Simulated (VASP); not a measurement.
# SiB6 (Pm-3m) in VASP: a series of runs

The runs below take SiB6 through single point, with PBE.

Program: VASP 6.6.1. These are calculated values, not measurements. Logs are shortened: lines on timing, memory, paths and dates and some standing lists are left out, and cuts for length are marked.

## 1. The cell of the first run

It takes space group Pm-3m (No. 221, cubic). The conventional cell has a = 4.130 Å, b = 4.130 Å, c = 4.130 Å, α = 90.00°, β = 90.00°, γ = 90.00°. Within 4.0 Å of Si (site symmetry m-3m) lie 24 B at 3.05 Å. Within 2.3 Å of B (site symmetry 4mm) lie 5 B at 1.69 to 1.73 Å.

## 2. Single point, PBE

File INCAR:

```
ALGO     = Normal         # electronic algorithm
EDIFF    = 1E-6           # SCF threshold, eV
ENCUT    = 500            # plane-wave cutoff, eV
GGA      = PE             # functional
GGA_COMPAT= F            
ISIF     = 2              # what is computed and relaxed
ISMEAR   = 0              # smearing method
LASPH    = T              # aspherical terms in the spheres
LCHARG   = F              # write CHGCAR
LREAL    = F              # projectors in reciprocal space
LWAVE    = F              # write WAVECAR
NBANDS   = 20             # bands
NELM     = 120            # most SCF steps
PREC     = Accurate       # precision mode
SIGMA    = 0.1            # smearing width, eV
```

File KPOINTS:

```
k-points
0
Gamma
  4 4 4
```

File POSCAR:

```
SiB6
1.0
    4.1300001100      0.0000000000      0.0000000000
    0.0000000000      4.1300001100      0.0000000000
    0.0000000000      0.0000000000      4.1300001100
Si B
1 6
Direct
    0.0000000000      0.0000000000      0.0000000000
    0.2099999900      0.5000000000      0.5000000000
    0.5000000000      0.2099999900      0.5000000000
    0.7900000100      0.5000000000      0.5000000000
    0.5000000000      0.7900000100      0.5000000000
    0.5000000000      0.5000000000      0.2099999900
    0.5000000000      0.5000000000      0.7900000100
```

Potentials or basis: VASP PAW PBE potentials, release 64 (Si, B).

The run is started by

```sh
$ cat potpaw_PBE.64/Si/POTCAR potpaw_PBE.64/B/POTCAR > POTCAR
$ mpirun -np 1 vasp_std > vasp.out
```

OUTCAR:

```text
EDIFF = 1E-6
   ENCUT = 500
   GGA = PE
   ISIF = 2
   ISMEAR = 0
   LASPH = T
   LREAL = F
   NELM = 120
   PREC = Accurate

 ion  position               nearest neighbor table
   1  0.000  0.000  0.000-
   2  0.210  0.500  0.500-   3 1.69   5 1.69   6 1.69   7 1.69   4 1.73
   3  0.500  0.210  0.500-   2 1.69   4 1.69   6 1.69   7 1.69   5 1.73
   4  0.790  0.500  0.500-   3 1.69   5 1.69   6 1.69   7 1.69   2 1.73
   5  0.500  0.790  0.500-   2 1.69   4 1.69   6 1.69   7 1.69   3 1.73
   6  0.500  0.500  0.210-   2 1.69   3 1.69   4 1.69   5 1.69   7 1.73
   7  0.500  0.500  0.790-   2 1.69   3 1.69   4 1.69   5 1.69   6 1.73

  LATTYP: Found a simple cubic cell.
 ALAT       =     4.1300001100

  Lattice vectors:

 A1 = (   4.1300001100,   0.0000000000,   0.0000000000)
 A2 = (   0.0000000000,   4.1300001100,   0.0000000000)
 A3 = (   0.0000000000,   0.0000000000,   4.1300001100)

Analysis of symmetry for initial positions (statically):
=====================================================================
 Subroutine PRICEL returns:
 Original cell was already a primitive cell.

 Routine SETGRP: Setting up the symmetry group for a
 simple cubic supercell.

 Subroutine GETGRP returns: Found 48 space group operations
 (whereof 48 operations were pure point group operations)
 out of a pool of 48 trial point group operations.

The static configuration has the point symmetry O_h .

Analysis of symmetry for dynamics (positions and initial velocities):
=====================================================================
 Subroutine PRICEL returns:
 Original cell was already a primitive cell.

 Routine SETGRP: Setting up the symmetry group for a
 simple cubic supercell.

 Subroutine GETGRP returns: Found 48 space group operations
 (whereof 48 operations were pure point group operations)
 out of a pool of 48 trial point group operations.

The dynamic configuration has the point symmetry O_h .

 Subroutine INISYM returns: Found 48 space group operations
 (whereof 48 operations are pure point group operations),
 and found     1 'primitive' translations

----------------------------------------------------------------------------------------

                                     Primitive cell

  volume of cell :      70.4450

  direct lattice vectors                    reciprocal lattice vectors
     4.130000110  0.000000000  0.000000000     0.242130744  0.000000000  0.000000000
     0.000000000  4.130000110  0.000000000     0.000000000  0.242130744  0.000000000
     0.000000000  0.000000000  4.130000110     0.000000000  0.000000000  0.242130744

  length of vectors
     4.130000110  4.130000110  4.130000110     0.242130744  0.242130744  0.242130744

  position of ions in fractional coordinates (direct lattice)
     0.000000000  0.000000000  0.000000000
     0.209999990  0.500000000  0.500000000
     0.500000000  0.209999990  0.500000000
     0.790000010  0.500000000  0.500000000
     0.500000000  0.790000010  0.500000000
     0.500000000  0.500000000  0.209999990
     0.500000000  0.500000000  0.790000010

  ion indices of the primitive-cell ions
   primitive index   ion index
                 1           1
                 2           2
                 3           3
                 4           4
                 5           5
                 6           6
                 7           7

----------------------------------------------------------------------------------------

 KPOINTS: k-points

Automatic generation of k-mesh.
 Grid dimensions read from file:
 generate k-points for:    4    4    4

 Generating k-lattice:

  Cartesian coordinates                     Fractional coordinates (reciprocal lattice)
     0.060532686  0.000000000  0.000000000     0.250000000  0.000000000  0.000000000
     0.000000000  0.060532686  0.000000000     0.000000000  0.250000000  0.000000000
     0.000000000  0.000000000  0.060532686     0.000000000  0.000000000  0.250000000

  Length of vectors
     0.060532686  0.060532686  0.060532686

  Shift w.r.t. Gamma in fractional coordinates (k-lattice)
     0.000000000  0.000000000  0.000000000

 Subroutine IBZKPT returns following result:
 ===========================================

 Found     10 irreducible k-points:

 Following reciprocal coordinates:
            Coordinates               Weight
  0.000000  0.000000  0.000000      1.000000
  0.250000  0.000000  0.000000      6.000000
  0.500000  0.000000  0.000000      3.000000
  0.250000  0.250000  0.000000     12.000000
  0.500000  0.250000  0.000000     12.000000
  0.500000  0.500000  0.000000      3.000000
  0.250000  0.250000  0.250000      8.000000
  0.500000  0.250000  0.250000     12.000000
  0.500000  0.500000  0.250000      6.000000
  0.500000  0.500000  0.500000      1.000000
   k-points           NKPTS =     10   k-points in BZ     NKDIM =     10   number of bands    NBANDS=     20
   number of dos      NEDOS =    301   number of ions     NIONS =      7
   total plane-waves  NPLWV =  27000
   dimension x,y,z NGX =    30 NGY =   30 NGZ =   30
   dimension x,y,z NGXF=    60 NGYF=   60 NGZF=   60
   ions per type =               1   6
   NGX,Y,Z   is equivalent  to a cutoff of  12.08, 12.08, 12.08 a.u.
   NGXF,Y,Z  is equivalent  to a cutoff of  24.15, 24.15, 24.15 a.u.
 SYSTEM =  unknown system
   PREC   = accura    normal or accurate (medium, high low for compatibility)
   ISTART =      0    job   : 0-new  1-cont  2-samecut
   ICHARG =      2    charge: 1-file 2-atom 10-const
   ISPIN  =      1    spin polarized calculation?
   LNONCOLLINEAR =      F non collinear calculations
   LSORBIT =      F    spin-orbit coupling
   LASPH  =      T    aspherical Exc in radial PAW
   ENCUT  =  500.0 eV  36.75 Ry    6.06 a.u.   7.53  7.53  7.53*2*pi/ulx,y,z
   NELM   =    120;   NELMIN=  2; NELMDL= -5     # of ELM steps
   EDIFF  = 0.1E-05   stopping-criterion for ELM
   LREAL  =      F    real-space projection
   EDIFFG = 0.1E-04   stopping-criterion for IOM
   NSW    =      0    number of steps for IOM
   IBRION =     -1    ionic relax: 0-MD 1-quasi-New 2-CG
   NFREE  =      0    steps in history (QN), initial steepest desc. (CG)
   ISIF   =      2    stress and relaxation
   ISYM   =      2    0-nonsym 1-usesym 2-fastsym
   POTIM  = 0.5000    time-step for ionic-motion
   TEBEG  =    0.0;   TEEND  =   0.0 temperature during run
   PSTRESS=    0.0 pullay stress
   NELECT =      22.0000    total number of electrons
   NUPDOWN=      -1.0000    fix difference up-down
   EMIN   =  10.00;   EMAX   =-10.00  energy-range for DOS
   EFERMI =   0.00;   METHOD = LEGACY
   ISMEAR =     0;   SIGMA  =   0.10  broadening in eV -4-tet -1-fermi 0-gaus
   EFERMI_NEDOS =   21; number of points for ismear=-14 and -15
   IALGO  =     38    algorithm
   IMIX   =      4    mixing-type and parameters
     AMIX     =   0.40;   BMIX     =  1.00
     AMIX_MAG =   1.60;   BMIX_MAG =  1.00
  volume/ion in A,a.u.               =      10.06        67.91
  Fermi-wavevector in a.u.,A,eV,Ry     =   1.110706  2.098929 16.785060  1.233667
  Thomas-Fermi vector in A             =   2.247260
   LORBIT       =      0    0 simple, 1 ext, 2 COOP (PROOUT), +10 PAW based schemes
   GGA     = PE    functional components
   LHFCALC =     F    Hartree Fock is set to
   AEXX    =    0.0000 exact exchange contribution
   IVDW    =     0    specifies the selected vdW correction
   LEPSILON=     F    determine dielectric tensor
   LRPA    =     F    only Hartree local field effects (RPA)
 non-spin polarized calculation
 Gauss-broadening in eV      SIGMA  =   0.10
  energy-cutoff  :      500.00
  volume of cell :       70.45
 maximum number of plane-waves:      1803
   NGX = 15   NGY = 15   NGZ = 15

 number of electron      21.9999998 magnetization

 Free energy of the ion-electron system (eV)
  ---------------------------------------------------
  ext. energy  EPLUGINS =         0.00000000
  ---------------------------------------------------
  free energy    TOTEN  =       -42.07284592 eV

  energy without entropy =      -42.07274049  energy(sigma->0) =      -42.07279321

 E-fermi :   4.9986     XC(G=0): -10.5171

 val. band max:        4.7996120026   @ k =   0.5000   0.0000   0.0000
 cond. band min:       5.2125873101   @ k =   0.5000   0.5000   0.0000
 fundamental gap:      0.4129753076
 Fermi energy:         4.9985712042

 k-point     1 :       0.0000    0.0000    0.0000
  band No.  band energies     occupation
      1     -10.1175      2.00000
      2      -3.9959      2.00000
      3      -2.0574      2.00000
      4      -2.0574      2.00000
      5      -2.0574      2.00000
      6       0.3271      2.00000
[... 12 lines left out ...]
     19      11.7495      0.00000
     20      16.1063      0.00000

 k-point     2 :       0.2500    0.0000    0.0000
  band No.  band energies     occupation
      1      -9.9451      2.00000
      2      -4.7958      2.00000
      3      -2.0429      2.00000
      4      -1.7598      2.00000
      5      -1.7598      2.00000
      6       0.4866      2.00000
[... 12 lines left out ...]
     19      13.9366      0.00000
     20      14.2246      0.00000

 k-point     3 :       0.5000    0.0000    0.0000
  band No.  band energies     occupation
      1      -9.7417      2.00000
      2      -5.5019      2.00000
      3      -1.6403      2.00000
      4      -1.3483      2.00000
      5      -1.3483      2.00000
      6      -0.0492      2.00000
[... 12 lines left out ...]
     19      13.7321      0.00000
     20      14.1360      0.00000

 k-point     4 :       0.2500    0.2500    0.0000
  band No.  band energies     occupation
      1      -9.7948      2.00000
      2      -4.7426      2.00000
      3      -3.3699      2.00000
      4      -1.4705      2.00000
      5      -0.8814      2.00000
      6      -0.3418      2.00000
[... 107 lines left out ...]
 k-point     9 :       0.5000    0.5000    0.2500
  band No.  band energies     occupation
      1      -9.3939      2.00000
      2      -3.7771      2.00000
      3      -3.7771      2.00000
      4      -2.7828      2.00000
      5      -2.5390      2.00000
      6       0.8110      2.00000
[... 12 lines left out ...]
     19      14.0491      0.00000
     20      14.6413      0.00000

 k-point    10 :       0.5000    0.5000    0.5000
  band No.  band energies     occupation
      1      -9.2903      2.00000
      2      -3.3215      2.00000
      3      -3.3215      2.00000
      4      -3.3215      2.00000
      5      -1.9721      2.00000
      6      -0.4176      2.00000
[... 12 lines left out ...]
     19      13.9365      0.00000
     20      13.9365      0.00000

------------------------ aborting loop because EDIFF is reached ----------------------------------------

  FORCE on cell =-STRESS in cart. coord.  units (eV):
  Direction    XX          YY          ZZ          XY          YZ          ZX
  --------------------------------------------------------------------------------------
  -------------------------------------------------------------------------------------
  Total        1.7353195      1.7353195      1.7353195     -0.0000000     -0.0000000      0.0000000
  in kB       39.4675197     39.4675197     39.4675197     -0.0000000     -0.0000000      0.0000000
  external PRESSURE =      39.4675197 kB  Pullay stress =       0.0000000 kB

 VOLUME and BASIS-vectors are now :
 -----------------------------------------------------------------------------
  energy-cutoff  :      500.00
  volume of cell :       70.45
      direct lattice vectors                 reciprocal lattice vectors
     4.130000110  0.000000000  0.000000000     0.242130744  0.000000000  0.000000000
     0.000000000  4.130000110  0.000000000     0.000000000  0.242130744  0.000000000
     0.000000000  0.000000000  4.130000110     0.000000000  0.000000000  0.242130744

 POSITION                                       TOTAL-FORCE (eV/Angst)
 -----------------------------------------------------------------------------------
      0.00000      0.00000      0.00000        -0.000000     -0.000000      0.000000
      0.86730      2.06500      2.06500        -2.633936     -0.000000     -0.000000
      2.06500      0.86730      2.06500        -0.000000     -2.633936     -0.000000
      3.26270      2.06500      2.06500         2.633936      0.000000      0.000000
      2.06500      3.26270      2.06500        -0.000000      2.633936     -0.000000
      2.06500      2.06500      0.86730        -0.000000     -0.000000     -2.633936
      2.06500      2.06500      3.26270        -0.000000      0.000000      2.633936
 -----------------------------------------------------------------------------------
    total drift:                                0.000000      0.000000     -0.000000

  FREE ENERGIE OF THE ION-ELECTRON SYSTEM (eV)
  ---------------------------------------------------
  free  energy   TOTEN  =       -42.0728459207 eV

  energy  without entropy=      -42.0727404925  energy(sigma->0) =      -42.07279321
```

Run time: 20 s. Hardware: 1 thread of Intel Xeon 8259CL, shared host; peak memory 0.16 GiB.

Results:

- Free energy: -42.0728 eV
- Pressure: 3.9 GPa
- Largest force: 2.634 eV/Å
- Band gap on the k mesh: 0.41 eV, indirect (least direct gap 1.41 eV)

Forces in eV/Å, atoms in the order of the input:
```
Si   0.000  0.000  0.000
B   -2.634  0.000  0.000
B    0.000 -2.634  0.000
B    2.634  0.000  0.000
B    0.000  2.634  0.000
B    0.000  0.000 -2.634
B    0.000  0.000  2.634
```

Levels at points of the mesh, in eV from the valence-band top:
| k point | band 7 | band 8 | band 9 | band 10 | band 11 | band 12 | band 13 | band 14 | band 15 | band 16 |
| --- | --- | --- | --- | --- | --- | --- | --- | --- | --- | --- |
| (0.00, 0.00, 0.00) | -4.47 | -3.16 | -0.19 | -0.19 | -0.19 | 1.45 | 1.45 | 1.45 | 3.66 | 3.66 |
| (0.50, 0.00, 0.00) | -4.13 | -2.98 | -2.98 | -1.29 | 0.00 | 1.41 | 2.11 | 2.69 | 2.69 | 4.99 |
| (0.50, 0.50, 0.00) | -2.25 | -2.25 | -1.77 | -1.07 | -1.07 | 0.41 | 0.41 | 0.65 | 6.51 | 6.51 |
| (0.50, 0.50, 0.50) | -5.22 | -5.22 | -0.80 | -0.80 | -0.80 | 3.26 | 3.26 | 3.26 | 5.21 | 9.09 |

Caveat: forces of over 1 eV/Å act on the atoms, so gaps and moduli don't describe the material at rest. A k mesh can miss the band edges.

## 3. Single point, PBE

This run uses another cell than the first one, of 10.09 Å³/atom, 1.003 times its volume.

File INCAR:

```
SYSTEM = SiB6
PREC     = Accurate       ! precision mode
ENCUT    = 500            ! plane-wave cutoff, eV
EDIFF    = 1E-6           ! SCF threshold, eV
ISMEAR   = 0              ! smearing method
SIGMA    = 0.2            ! smearing width, eV
LREAL    = .FALSE.        ! projectors in reciprocal space
LASPH    = .TRUE.         ! aspherical terms in the spheres
NELM     = 120            ! most SCF steps
ALGO     = Normal         ! electronic algorithm
ISIF     = 2              ! what is computed and relaxed
LWAVE    = .FALSE.        ! write WAVECAR
LCHARG   = .FALSE.        ! write CHGCAR
GGA      = PE             ! functional
NBANDS   = 20             ! bands
GGA_COMPAT= .FALSE.
```

File KPOINTS:

```
Automatic mesh
0
G
  4 4 4
  0 0 0
```

File POSCAR:

```
SiB6
1.0
    4.1339140519      0.0000000000      0.0000000000
    0.0000000000      4.1339140519      0.0000000000
    0.0000000000      0.0000000000      4.1339140519
Si B
1 6
Direct
    0.5000000000      0.5000000000      0.5000000000
    0.7002958849      0.0000000000      0.0000000000
    0.2997041151      0.0000000000      0.0000000000
    0.0000000000      0.7002958849      0.0000000000
    0.0000000000      0.2997041151      0.0000000000
    0.0000000000      0.0000000000      0.7002958849
    0.0000000000      0.0000000000      0.2997041151
```

Potentials or basis: VASP PAW PBE potentials, release 64 (Si, B).

The run is started by

```sh
$ cat potpaw_PBE.64/Si/POTCAR potpaw_PBE.64/B/POTCAR > POTCAR
$ mpirun -np 1 vasp_std > vasp.out
```

Wall time 20 s (1 thread of Intel Xeon 8259CL, shared host); peak memory 0.16 GiB.

The run converged. Its results:

```
Free energy            : -42.3994 eV
Pressure               : 0.0 GPa
Largest force          : 0.027 eV/Å
Band gap on the k mesh : 0.07 eV, indirect (least direct gap 0.69 eV)
```

Forces in eV/Å, atoms in the order of the input:
```
Si   0.000  0.000  0.000
B   -0.027  0.000  0.000
B    0.027  0.000  0.000
B    0.000 -0.027  0.000
B    0.000  0.027  0.000
B    0.000  0.000 -0.027
B    0.000  0.000  0.027
```

Levels at points of the mesh, in eV from the valence-band top:
```tsv
k point	band 7	band 8	band 9	band 10	band 11	band 12	band 13	band 14	band 15	band 16
(0.00, 0.00, 0.00)	-5.35	-3.63	-0.22	-0.22	-0.22	1.18	1.18	1.18	2.79	2.79
(0.50, 0.00, 0.00)	-5.04	-3.33	-3.33	-1.90	0.00	0.69	1.61	2.44	2.44	4.28
(0.50, 0.50, 0.00)	-2.57	-2.57	-2.11	-1.68	-1.68	0.07	0.07	0.30	5.84	5.84
(0.50, 0.50, 0.50)	-5.67	-5.67	-1.28	-1.28	-1.28	3.08	3.08	3.08	5.82	7.87
```

A k mesh can miss the band edges.

## 4. Single point, PBE

This run uses another cell than the first one, of 10.09 Å³/atom, 1.002 times its volume.

File INCAR:

```
PREC = Accurate
ENCUT = 500
EDIFF = 1E-6
ISMEAR = 0
SIGMA = 0.1
LREAL = False
LASPH = True
NELM = 120
ALGO = Normal
ISIF = 2
LWAVE = False
LCHARG = False
GGA = PE
NBANDS = 20
GGA_COMPAT = False
```

File KPOINTS:

```
regular mesh
0
Gamma
  4 4 4
```

File POSCAR:

```
SiB6
1.0
    4.1333631769      0.0000000000      0.0000000000
    0.0000000000      4.1333631769      0.0000000000
    0.0000000000      0.0000000000      4.1333631769
Si B
1 6
Direct
    0.0000000000      0.0000000000      0.0000000000
    0.7997617006      0.5000000000      0.5000000000
    0.2002382994      0.5000000000      0.5000000000
    0.5000000000      0.7997617006      0.5000000000
    0.5000000000      0.2002382994      0.5000000000
    0.5000000000      0.5000000000      0.7997617006
    0.5000000000      0.5000000000      0.2002382994
```

The run is started by

```sh
$ cat potpaw_PBE.64/Si/POTCAR potpaw_PBE.64/B/POTCAR > POTCAR
$ mpirun -np 1 vasp_std > vasp.out
```

Run time: 20 s. Hardware: 1 thread of Intel Xeon 8259CL, shared host; peak memory 0.16 GiB.

The run converged. Its results:

- Free energy: -42.3892 eV
- Pressure: 0.0 GPa
- Largest force: 0.022 eV/Å
- Band gap on the k mesh: 0.06 eV, indirect (least direct gap 0.67 eV)

Forces on the atoms (eV/Å):
```
Si   0.000  0.000  0.000
B   -0.022  0.000  0.000
B    0.022  0.000  0.000
B    0.000 -0.022  0.000
B    0.000  0.022  0.000
B    0.000  0.000 -0.022
B    0.000  0.000  0.022
```

Levels at points of the mesh, in eV from the valence-band top:
| k point | band 7 | band 8 | band 9 | band 10 | band 11 | band 12 | band 13 | band 14 | band 15 | band 16 |
| --- | --- | --- | --- | --- | --- | --- | --- | --- | --- | --- |
| (0.00, 0.00, 0.00) | -5.36 | -3.65 | -0.22 | -0.22 | -0.22 | 1.15 | 1.15 | 1.15 | 2.78 | 2.78 |
| (0.50, 0.00, 0.00) | -5.05 | -3.34 | -3.34 | -1.90 | 0.00 | 0.67 | 1.59 | 2.42 | 2.42 | 4.27 |
| (0.50, 0.50, 0.00) | -2.57 | -2.57 | -2.13 | -1.69 | -1.69 | 0.06 | 0.06 | 0.27 | 5.83 | 5.83 |
| (0.50, 0.50, 0.50) | -5.68 | -5.68 | -1.29 | -1.29 | -1.29 | 3.07 | 3.07 | 3.07 | 5.82 | 7.86 |

A k mesh can miss the band edges.

## 5. Overview

| cell | smearing | gap on the mesh (eV) | pressure (GPa) | largest force (eV/Å) |
| --- | --- | --- | --- | --- |
| a = 4.130 Å, 7 atoms | gaussian 0.1 eV | 0.41 | 3.9 | 2.63 |
| a = 4.134 Å, 7 atoms | gaussian 0.2 eV | 0.07 | 0.0 | 0.03 |
| a = 4.133 Å, 7 atoms | gaussian 0.1 eV | 0.06 | 0.0 | 0.02 |

Alike in all rows: task single point; level PBE; potentials or basis VASP PAW PBE potentials, release 64 (Si, B); no spin polarisation; k mesh 4 × 4 × 4; cutoff (eV) 500.

Caveats: forces of over 1 eV/Å act on the atoms, so gaps and moduli don't describe the material at rest (some runs).

Total energies depend on the potentials used, so only differences within one code and one set of settings carry meaning.
